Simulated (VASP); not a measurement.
Set up this calculation in VASP 6.6.1, as the native input.

```yaml
Task: single point
Functional: PBEsol
Potentials_or_basis: VASP PAW PBE potentials, release 64 (Te, Cd)
Cutoff: 520 eV
k_mesh: 7 × 7 × 7
Occupations: fermi-dirac, width 0.05 eV
Spin: no spin polarisation
Dipole_correction: no
Further_INCAR_settings: ALGO = Normal; EDIFF = 1e-07; NBANDS = 16
```

The structure of CdTe lies in POSCAR:

```
CdTe
1.0
    0.0000000000      3.1421456734      3.1421456734
    3.1421456734      0.0000000000      3.1421456734
    3.1421456734      3.1421456734      0.0000000000
Te Cd
1 1
Direct
    0.7500000000      0.7500000000      0.7500000000
    0.0000000000      0.0000000000      0.0000000000
```

One way to write it, as run:

INCAR

```
ALGO = Normal ; EDIFF = 1E-7
ENCUT = 520 ; GGA = PS
ISIF = 2 ; ISMEAR = -1
LASPH = T ; LCHARG = F
LREAL = F ; LWAVE = F
NBANDS = 16 ; NELM = 100
PREC = Accurate ; SIGMA = 0.05
```

KPOINTS

```
k-points
0
Gamma
  7 7 7
```

Potentials or basis: VASP PAW PBE potentials, release 64 (Te, Cd).

Command:

```sh
$ cat potpaw_PBE.64/Te/POTCAR potpaw_PBE.64/Cd/POTCAR > POTCAR
$ mpirun -np 1 vasp_std > vasp.out
```

Results of the run:

The pressure is 5.3 GPa and the band gap on the k mesh is 0.94 eV, direct.

Caveat: the PAW data sets were made with another functional, which shifts forces and pressure a little; spin-orbit coupling is left out, which moves the levels of the heavy elements.

Wall time 63 s on 1 thread of AMD EPYC 7R13, with other jobs on the host, peak memory 0.18 GiB.
